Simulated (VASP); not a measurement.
# GeCl2 (Fd-3m) in VASP: notebook, part 2 of 2

VASP 6.6.1. Earlier steps stand in the parts before.

## (4) Relaxation of cell and atoms, PBE

INCAR

```
SYSTEM = GeCl2
PREC = Accurate ; ENCUT = 600
EDIFF = 1E-6 ; ISMEAR = 0
SIGMA = 0.1 ; LREAL = .False.
LASPH = .True. ; NELM = 100
ALGO = Normal ; ISIF = 3
LWAVE = .False. ; LCHARG = .False.
GGA = PE ; IBRION = 2
NSW = 90 ; EDIFFG = -0.04
```

KPOINTS

```
Automatic mesh
0
Gamma
  4 4 4
  0 0 0
```

POSCAR

```
GeCl2
1.0
    0.0000000000      4.1867987900      4.1867987900
    4.1867987900      0.0000000000      4.1867987900
    4.1867987900      4.1867987900      0.0000000000
Ge Cl
2 4
Direct
    0.7500000000      0.7500000000      0.7500000000
    0.5000000000      0.5000000000      0.5000000000
    0.6250000000      0.6250000000      0.6250000000
    0.6250000000      0.6250000000      0.1250000000
    0.6250000000      0.1250000000      0.6250000000
    0.1250000000      0.6250000000      0.6250000000
```

Potentials or basis: VASP PAW PBE potentials, release 64 (Ge_d, Cl).

Run with:

```bash
> cat potpaw_PBE.64/Ge_d/POTCAR potpaw_PBE.64/Cl/POTCAR > POTCAR
> mpirun -np 1 vasp_std > vasp.out
```

OUTCAR:

```text
SYSTEM = GeCl2
   PREC = Accurate
   ENCUT = 600
   EDIFF = 1E-6
   ISMEAR = 0
   LREAL = .False.
   LASPH = .True.
   NELM = 100
   ISIF = 3
   GGA = PE
   IBRION = 2
   NSW = 90
   EDIFFG = -0.04

 ion  position               nearest neighbor table
   1  0.750  0.750  0.750-   4 1.81   5 1.81   6 1.81   3 1.81
   2  0.500  0.500  0.500-   4 1.81   5 1.81   6 1.81   3 1.81
   3  0.625  0.625  0.625-   1 1.81   2 1.81
   4  0.625  0.625  0.125-   1 1.81   2 1.81
   5  0.625  0.125  0.625-   1 1.81   2 1.81
   6  0.125  0.625  0.625-   1 1.81   2 1.81

  LATTYP: Found a face centered cubic cell.
 ALAT       =     8.3735975800

  Lattice vectors:

 A1 = (   0.0000000000,   4.1867987900,   4.1867987900)
 A2 = (   4.1867987900,   0.0000000000,   4.1867987900)
 A3 = (   4.1867987900,   4.1867987900,   0.0000000000)

Analysis of symmetry for initial positions (statically):
=====================================================================
 Subroutine PRICEL returns:
 Original cell was already a primitive cell.

 Routine SETGRP: Setting up the symmetry group for a
 face centered cubic supercell.

 Subroutine GETGRP returns: Found 48 space group operations
 (whereof 24 operations were pure point group operations)
 out of a pool of 48 trial point group operations.

The static configuration has the point symmetry T_d .
 The point group associated with its full space group is O_h .

Analysis of symmetry for dynamics (positions and initial velocities):
=====================================================================
 Subroutine PRICEL returns:
 Original cell was already a primitive cell.

 Routine SETGRP: Setting up the symmetry group for a
 face centered cubic supercell.

 Subroutine GETGRP returns: Found 48 space group operations
 (whereof 24 operations were pure point group operations)
 out of a pool of 48 trial point group operations.

The dynamic configuration has the point symmetry T_d .
 The point group associated with its full space group is O_h .

 Subroutine INISYM returns: Found 48 space group operations
 (whereof 24 operations are pure point group operations),
 and found     1 'primitive' translations

----------------------------------------------------------------------------------------

                                     Primitive cell

  volume of cell :     146.7832

  direct lattice vectors                    reciprocal lattice vectors
     0.000000000  4.186798790  4.186798790    -0.119422983  0.119422983  0.119422983
     4.186798790  0.000000000  4.186798790     0.119422983 -0.119422983  0.119422983
     4.186798790  4.186798790  0.000000000     0.119422983  0.119422983 -0.119422983

  length of vectors
     5.921027632  5.921027632  5.921027632     0.206846674  0.206846674  0.206846674

  position of ions in fractional coordinates (direct lattice)
     0.750000000  0.750000000  0.750000000
     0.500000000  0.500000000  0.500000000
     0.625000000  0.625000000  0.625000000
     0.625000000  0.625000000  0.125000000
     0.625000000  0.125000000  0.625000000
     0.125000000  0.625000000  0.625000000

  ion indices of the primitive-cell ions
   primitive index   ion index
                 1           1
                 2           2
                 3           3
                 4           4
                 5           5
                 6           6

----------------------------------------------------------------------------------------

 KPOINTS: Automatic mesh

Automatic generation of k-mesh.
 Grid dimensions read from file:
 generate k-points for:    4    4    4

 Generating k-lattice:

  Cartesian coordinates                     Fractional coordinates (reciprocal lattice)
    -0.029855746  0.029855746  0.029855746     0.250000000  0.000000000  0.000000000
     0.029855746 -0.029855746  0.029855746     0.000000000  0.250000000  0.000000000
     0.029855746  0.029855746 -0.029855746     0.000000000  0.000000000  0.250000000

  Length of vectors
     0.051711668  0.051711668  0.051711668

  Shift w.r.t. Gamma in fractional coordinates (k-lattice)
     0.000000000  0.000000000  0.000000000

 Subroutine IBZKPT returns following result:
 ===========================================

 Found      8 irreducible k-points:

 Following reciprocal coordinates:
            Coordinates               Weight
  0.000000  0.000000  0.000000      1.000000
  0.250000  0.000000  0.000000      8.000000
  0.500000  0.000000  0.000000      4.000000
  0.250000  0.250000  0.000000      6.000000
  0.500000  0.250000  0.000000     24.000000
 -0.250000  0.250000  0.000000     12.000000
  0.500000  0.500000  0.000000      3.000000
 -0.250000  0.500000  0.250000      6.000000
   k-points           NKPTS =      8   k-points in BZ     NKDIM =      8   number of bands    NBANDS=     33
   number of dos      NEDOS =    301   number of ions     NIONS =      6
   total plane-waves  NPLWV = 110592
   dimension x,y,z NGX =    48 NGY =   48 NGZ =   48
   dimension x,y,z NGXF=    96 NGYF=   96 NGZF=   96
   ions per type =               2   4
   NGX,Y,Z   is equivalent  to a cutoff of  13.48, 13.48, 13.48 a.u.
   NGXF,Y,Z  is equivalent  to a cutoff of  26.95, 26.95, 26.95 a.u.
 SYSTEM =  GeCl2
   PREC   = accura    normal or accurate (medium, high low for compatibility)
   ISTART =      0    job   : 0-new  1-cont  2-samecut
   ICHARG =      2    charge: 1-file 2-atom 10-const
   ISPIN  =      1    spin polarized calculation?
   LNONCOLLINEAR =      F non collinear calculations
   LSORBIT =      F    spin-orbit coupling
   LASPH  =      T    aspherical Exc in radial PAW
   ENCUT  =  600.0 eV  44.10 Ry    6.64 a.u.  11.83 11.83 11.83*2*pi/ulx,y,z
   NELM   =    100;   NELMIN=  2; NELMDL= -5     # of ELM steps
   EDIFF  = 0.1E-05   stopping-criterion for ELM
   LREAL  =      F    real-space projection
   EDIFFG = -.4E-01   stopping-criterion for IOM
   NSW    =     90    number of steps for IOM
   IBRION =      2    ionic relax: 0-MD 1-quasi-New 2-CG
   NFREE  =      1    steps in history (QN), initial steepest desc. (CG)
   ISIF   =      3    stress and relaxation
   ISYM   =      2    0-nonsym 1-usesym 2-fastsym
   POTIM  = 0.5000    time-step for ionic-motion
   TEBEG  =    0.0;   TEEND  =   0.0 temperature during run
   PSTRESS=    0.0 pullay stress
   NELECT =      56.0000    total number of electrons
   NUPDOWN=      -1.0000    fix difference up-down
   EMIN   =  10.00;   EMAX   =-10.00  energy-range for DOS
   EFERMI =   0.00;   METHOD = LEGACY
   ISMEAR =     0;   SIGMA  =   0.10  broadening in eV -4-tet -1-fermi 0-gaus
   EFERMI_NEDOS =   21; number of points for ismear=-14 and -15
   IALGO  =     38    algorithm
   IMIX   =      4    mixing-type and parameters
     AMIX     =   0.40;   BMIX     =  1.00
     AMIX_MAG =   1.60;   BMIX_MAG =  1.00
  volume/ion in A,a.u.               =      24.46       165.09
  Fermi-wavevector in a.u.,A,eV,Ry     =   1.187350  2.243766 19.181493  1.409800
  Thomas-Fermi vector in A             =   2.323503
   LORBIT       =      0    0 simple, 1 ext, 2 COOP (PROOUT), +10 PAW based schemes
   GGA     = PE    functional components
   LHFCALC =     F    Hartree Fock is set to
   AEXX    =    0.0000 exact exchange contribution
   IVDW    =     0    specifies the selected vdW correction
   LEPSILON=     F    determine dielectric tensor
   LRPA    =     F    only Hartree local field effects (RPA)
 conjugate gradient relaxation of ions
 non-spin polarized calculation
 Gauss-broadening in eV      SIGMA  =   0.10
  energy-cutoff  :      600.00
  volume of cell :      146.78
 maximum number of plane-waves:      4916
   NGX = 23   NGY = 23   NGZ = 23

--------------------------------------- Ionic step        1  -------------------------------------------

 number of electron      55.9999985 magnetization

 Free energy of the ion-electron system (eV)
  ---------------------------------------------------
  ext. energy  EPLUGINS =         0.00000000
  ---------------------------------------------------
  free energy    TOTEN  =         9.23140597 eV

  energy without entropy =        9.25730691  energy(sigma->0) =        9.24435644

 E-fermi :   6.3004     XC(G=0):  -7.9168

 val. band max:        6.1264312751   @ k =  -0.2500   0.2500   0.0000
 cond. band min:       6.3442006149   @ k =   0.2500   0.2500   0.0000
 fundamental gap:      0.2177693398
 Fermi energy:         6.3003900465

 k-point     1 :       0.0000    0.0000    0.0000
  band No.  band energies     occupation
      1     -22.2771      2.00000
      2     -22.2771      2.00000
      3     -22.2771      2.00000
      4     -22.0411      2.00000
      5     -22.0411      2.00000
      6     -22.0411      2.00000
[... 434 lines left out ...]
  energy  without entropy=      -20.2578726462  energy(sigma->0) =      -20.25787649

--------------------------------------- Ionic step        5  -------------------------------------------

 number of electron      56.0000129 magnetization

 Free energy of the ion-electron system (eV)
  ---------------------------------------------------
  ext. energy  EPLUGINS =         0.00000000
  ---------------------------------------------------
  free energy    TOTEN  =       -20.26292030 eV

  energy without entropy =      -20.26291966  energy(sigma->0) =      -20.26291998

 E-fermi :  -1.3679     XC(G=0):  -4.5919

 val. band max:       -1.6498388274   @ k =   0.0000   0.0000   0.0000
 cond. band min:      -1.0680826295   @ k =   0.0000   0.0000   0.0000
 fundamental gap:      0.5817561979
 Fermi energy:        -1.3679133489

 k-point     1 :       0.0000    0.0000    0.0000
  band No.  band energies     occupation
      1     -27.5360      2.00000
      2     -27.5360      2.00000
      3     -27.5360      2.00000
      4     -27.5335      2.00000
      5     -27.5335      2.00000
      6     -27.5335      2.00000
[... 310 lines left out ...]
  FREE ENERGIE OF THE ION-ELECTRON SYSTEM (eV)
  ---------------------------------------------------
  free  energy   TOTEN  =       -20.2629203035 eV

  energy  without entropy=      -20.2629196627  energy(sigma->0) =      -20.26291998

 reached required accuracy - stopping structural energy minimisation
```

Run time: 8.1 min. Hardware: 1 thread of Oxide Virtual Turin-like, shared host; peak memory 0.31 GiB.

Results:

```
Free energy                           : -20.2629 eV
Relaxed volume                        : 65.17 Å³/atom
Relaxed cell                          : a = 8.208 Å, b = 8.208 Å, c = 8.208 Å, α = 60.00°, β = 60.00°, γ = 60.00°
Space group after relaxing (to 0.1 Å) : Fd-3m (No. 227)
Energy gained by relaxing             : 4915.7 meV/atom
Ionic steps                           : 5
Pressure after relaxing               : 0.0 GPa
Band gap on the k mesh                : 0.58 eV
```

Step by step:
```csv
step,energy change (eV),largest force (eV/Å),pressure (GPa),volume (Å³)
1,0.0000,0.0000,83.97,146.78
2,-24.4996,0.0000,-6.78,622.41
3,-29.3993,0.0000,1.17,364.74
4,-29.4893,0.0000,0.27,384.66
5,-29.4943,0.0000,-0.01,391.03
```

Final structure:
```
CELL_PARAMETERS angstrom
0.00000 5.80400 5.80400
5.80400 0.00000 5.80400
5.80400 5.80400 0.00000
ATOMIC_POSITIONS crystal
Ge 0.75000 0.75000 0.75000
Ge 0.50000 0.50000 0.50000
Cl 0.62500 0.62500 0.62500
Cl 0.62500 0.62500 0.12500
Cl 0.62500 0.12500 0.62500
Cl 0.12500 0.62500 0.62500
```

Levels at points of the mesh, in eV from the valence-band top:
| k point | band 25 | band 26 | band 27 | band 28 | band 29 | band 30 | band 31 | band 32 |
| --- | --- | --- | --- | --- | --- | --- | --- | --- |
| (0.00, 0.00, 0.00) | -3.22 | -3.22 | -3.22 | 0.00 | 0.58 | 0.58 | 0.58 | 3.33 |
| (0.50, 0.00, 0.00) | -3.39 | -3.39 | -3.22 | -1.53 | 1.03 | 1.03 | 2.56 | 2.89 |
| (0.50, 0.50, 0.00) | -3.33 | -3.33 | -2.70 | -2.70 | 1.49 | 1.49 | 2.76 | 2.76 |

Caveat: the volume moved by over 15 % at a fixed basis, so the end points are rough.

## (5) Single point, r2SCAN

This run uses another cell than the first one, of 65.58 Å³/atom.

POSCAR

```
GeCl2
1.0
    0.0000000000      5.8162119127      5.8162119127
    5.8162119127      0.0000000000      5.8162119127
    5.8162119127      5.8162119127      0.0000000000
Ge Cl
2 4
Direct
    0.2500000000      0.2500000000      0.2500000000
    0.0000000000      0.0000000000      0.0000000000
    0.1250000000      0.1250000000      0.1250000000
    0.1250000000      0.1250000000      0.6250000000
    0.1250000000      0.6250000000      0.1250000000
    0.6250000000      0.1250000000      0.1250000000
```

INCAR.step1

```
PREC = Accurate
ENCUT = 520
ISMEAR = 0
SIGMA = 0.02
LREAL = False
LASPH = True
NELM = 80
NBANDS = 37
GGA = PE
ALGO = Normal
EDIFF = 1E-4
LWAVE = True
LCHARG = False
```

INCAR.step2

```
PREC = Accurate
ENCUT = 520
EDIFF = 1E-7
ISMEAR = 0
SIGMA = 0.02
LREAL = False
LASPH = True
NELM = 80
ALGO = Normal
ISIF = 2
LWAVE = False
LCHARG = True
METAGGA = R2SCAN
LMIXTAU = True
LELF = True
LVHAR = True
NBANDS = 37
ISTART = 1
```

KPOINTS

```
Automatic mesh
0
Gamma
  6 6 6
```

Potentials or basis: VASP PAW PBE potentials, release 64 (Ge_d, Cl).

Run with:

```bash
> cat potpaw_PBE.64/Ge_d/POTCAR potpaw_PBE.64/Cl/POTCAR > POTCAR
> cp INCAR.step1 INCAR
> mpirun -np 1 vasp_std > vasp.out
> cp INCAR.step2 INCAR
> mpirun -np 1 vasp_std > vasp.out
```

OUTCAR:

```text
PREC = Accurate
   ENCUT = 520
   EDIFF = 1E-7
   ISMEAR = 0
   LREAL = False
   LASPH = True
   NELM = 80
   ISIF = 2
   METAGGA = R2SCAN
   ISTART = 1

 ion  position               nearest neighbor table
   1  0.250  0.250  0.250-   3 2.52   4 2.52   5 2.52   6 2.52
   2  0.000  0.000  0.000-   3 2.52   4 2.52   5 2.52   6 2.52
   3  0.125  0.125  0.125-   1 2.52   2 2.52
   4  0.125  0.125  0.625-   1 2.52   2 2.52
   5  0.125  0.625  0.125-   1 2.52   2 2.52
   6  0.625  0.125  0.125-   1 2.52   2 2.52

[... 837 lines left out ...]
  -------------------------------------------------------------------------------------
  Total       -0.8146811     -0.8146811     -0.8146811     -0.0000000      0.0000000     -0.0000000
  in kB       -3.3170158     -3.3170158     -3.3170158     -0.0000000      0.0000000     -0.0000000
  external PRESSURE =      -3.3170158 kB  Pullay stress =       0.0000000 kB

 VOLUME and BASIS-vectors are now :
 -----------------------------------------------------------------------------
  energy-cutoff  :      520.00
  volume of cell :      393.51
      direct lattice vectors                 reciprocal lattice vectors
     0.000000000  5.816211913  5.816211913    -0.085966606  0.085966606  0.085966606
     5.816211913  0.000000000  5.816211913     0.085966606 -0.085966606  0.085966606
     5.816211913  5.816211913  0.000000000     0.085966606  0.085966606 -0.085966606

 POSITION                                       TOTAL-FORCE (eV/Angst)
 -----------------------------------------------------------------------------------
      2.90811      2.90811      2.90811        -0.000000     -0.000000      0.000000
      0.00000      0.00000      0.00000         0.000000      0.000000     -0.000000
      1.45405      1.45405      1.45405         0.000000      0.000000     -0.000000
      4.36216      4.36216      1.45405         0.000000      0.000000     -0.000000
      4.36216      1.45405      4.36216         0.000000      0.000000     -0.000000
      1.45405      4.36216      4.36216         0.000000      0.000000     -0.000000
 -----------------------------------------------------------------------------------
    total drift:                               -0.000000      0.000000     -0.000000

  FREE ENERGIE OF THE ION-ELECTRON SYSTEM (eV)
  ---------------------------------------------------
  free  energy   TOTEN  =       -55.7164017078 eV

  energy  without entropy=      -55.7164017078  energy(sigma->0) =      -55.71640171
```

Run time: 46 min. Hardware: 1 thread of Oxide Virtual Turin-like, shared host; peak memory 0.71 GiB.

Results:

| Quantity | Value |
| --- | --- |
| Free energy | -55.7164 eV |
| Pressure | -0.3 GPa |
| Band gap on the k mesh | 0.69 eV |

Levels at points of the mesh, in eV from the valence-band top:
| k point | band 24 | band 25 | band 26 | band 27 | band 28 | band 29 | band 30 | band 31 | band 32 | band 33 |
| --- | --- | --- | --- | --- | --- | --- | --- | --- | --- | --- |
| (0.00, 0.00, 0.00) | -3.90 | -3.51 | -3.51 | -3.51 | 0.00 | 0.69 | 0.69 | 0.69 | 3.92 | 4.55 |
| (0.50, 0.00, 0.00) | -3.93 | -3.68 | -3.68 | -3.51 | -1.61 | 1.14 | 1.14 | 2.76 | 3.08 | 3.89 |
| (0.50, 0.50, 0.00) | -3.76 | -3.62 | -3.62 | -2.85 | -2.85 | 1.60 | 1.60 | 2.96 | 2.96 | 3.36 |

Caveat: the PAW data sets were made with another functional, which shifts forces and pressure a little.

## (6) The runs side by side

```tsv
task	level	cell	k mesh	cutoff (eV)	smearing	gap on the mesh (eV)	pressure (GPa)
single point	PBE	a = 5.921 Å, angles 60.0°, 6 atoms	4 × 4 × 4	520	gaussian 0.1 eV	none	83.9
single point	PBE	a = 8.182 Å, angles 60.0°, 6 atoms	4 × 4 × 4	520	gaussian 0.1 eV	0.53	0.2
relaxation of cell and atoms	PBE	relaxed from a = 5.921 Å, angles 60.0°, 6 atoms	4 × 4 × 4	600	gaussian 0.1 eV	0.58	0.0
single point	r2SCAN	a = 8.225 Å, angles 60.0°, 6 atoms	6 × 6 × 6	520	gaussian 0.02 eV	0.69	-0.3
```

Alike in all rows: potentials or basis VASP PAW PBE potentials, release 64 (Ge_d, Cl); no spin polarisation.

Caveats: the cell stands under pressure (at least some runs); the volume moved by over 15 % at a fixed basis, so the end points are rough (at least some runs); the PAW data sets were made with another functional, which shifts forces and pressure a little (at least some runs).

Total energies depend on the potentials used, so only differences within one code and one set of settings carry meaning.

The gap in the log of VASP goes by the Fermi energy; the results here count the filled bands.